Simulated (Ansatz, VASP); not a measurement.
## One calculation of Ni, two programs

INCAR

```
  ALGO = Normal
  EDIFF = 1E-7
  ENCUT = 520
  GGA = PS
  ISIF = 2
  ISMEAR = -1
  ISPIN = 2
  LASPH = T
  LCHARG = T
  LELF = T
  LMAXMIX = 4
  LORBIT = 11
  LREAL = F
  LVHAR = T
  LWAVE = F
  MAGMOM = 0.623 0.671 0.671
  NBANDS = 26
  NELM = 150
  PREC = Accurate
  SIGMA = 0.05
```

File KPOINTS:

```
k-points
0
Gamma
  10 10 15
```

POSCAR

```
Ni
1.0
    3.9794464868      0.0000000000      0.0000000000
   -1.9897232434      3.4463017506      0.0000000000
    0.0000000000      0.0000000000      2.4099376516
Ni
3
Direct
    1.0000000000      1.0000000000      0.0000000000
    0.3333333333      0.6666666667      0.5000000000
    0.6666666667      0.3333333333      0.5000000000
```

Input for Ansatz:

```yaml
crystal:
  lattice:
    - [3.9794464868, 0.0, 0.0]
    - [-1.9897232434, 3.4463017506, 0.0]
    - [0.0, 0.0, 2.4099376516]
  atoms:
    - { symbol: Ni, position: [1.0, 1.0, 0.0], spin: 0.623 }
    - { symbol: Ni, position: [0.3333333333, 0.6666666667, 0.5], spin: 0.671 }
    - { symbol: Ni, position: [0.6666666667, 0.3333333333, 0.5], spin: 0.671 }
hamiltonian:
  xc: pbesol
  pseudopotentials:
    kind: paw
    azcp:
      Ni: "pseudopotentials/Ni.paw.azcp"
basis:
  ecutwfc: 420
  fft_grid_basis: typed
kpoints:
  mp_grid: { grid: [10, 10, 15], shift: [0, 0, 0] }
magnetization:
  spin_polarized: true
scf:
  occupations: { method: fermi_dirac, width: 0.05 }
  lower_state_search: "off"
output:
  stress: true
```

Alike in both runs: task single point; functional PBEsol; k mesh 10 × 10 × 15; occupations fermi-dirac, width 0.05 eV; collinear spin.

|  | VASP | Ansatz |
| --- | --- | --- |
| version | VASP 6.6.1 | Ansatz 0.2.0 |
| potentials or method | VASP PAW PBE potentials, release 64 (Ni), cutoff 520 eV | plane waves (420 eV) with PAW, scalar-relativistic |
| valence electrons in the cell | 30 | 54 |

VASP gave:

```
pressure (GPa)                                                : -7.8
traceless stress, the component that is largest in VASP (GPa) : 0.22
net moment per atom (μB)                                      : 0.62
size of the moment on the site where the two differ most (μB) : 0.65
```

**Question.** What did Ansatz give for the same quantities?

**Answer.** Pressure (GPa): -7.8; traceless stress, the component that is largest in VASP (GPa): 0.26; net moment per atom (μB): 0.64; size of the moment on the site where the two differ most (μB): 0.69.

VASP's potentials were made for PBE, not for PBEsol, and Ansatz warns of the same on its side. Site moments also hang on the region over which each program counts them. With one functional, cell and mesh, what is left measures potentials, basis and numerics. VASP's potentials hold 30 valence electrons a cell and Ansatz's 54, so a difference there can come from the potentials and not from the codes.
